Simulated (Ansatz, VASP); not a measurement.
## Two plane-wave programs on Ni

```
Ni
1.0
     0.00000    1.77802    1.77802
     1.77802    0.00000    1.77802
     1.77802    1.77802    0.00000
Ni
1
Direct
  0.00000 0.00000 0.00000
```

Alike in both runs: task single point; functional LDA; k mesh 24 × 24 × 24; occupations gaussian, width 0.15 eV; no spin polarisation.

```csv
,VASP,Ansatz
version,VASP 6.6.1,Ansatz 0.2.0
potentials or method,"VASP PAW LDA potentials, release 64 (Ni), cutoff 520 eV","scalar-relativistic, plane waves, PAW"
valence electrons in the cell,10,18
```

Ansatz gave:

| Property | Result |
| --- | --- |
| gap on the k mesh at the Fermi level (eV) | none |
| pressure (GPa) | -22.7 |

Q: What did VASP give for the same quantities?

A: gap on the k mesh at the Fermi level (eV): none; pressure (GPa): -22.5.

Ansatz warns that its potentials were made for another functional, while VASP's fit it. LDA's correlation is that of Perdew and Zunger in VASP and of Perdew and Wang (1992) in Ansatz. A gap of «none» marks a metal or a gap that the smearing closes. VASP's potentials hold 10 valence electrons a cell and Ansatz's 18, so a difference there can come from the potentials and not from the codes.
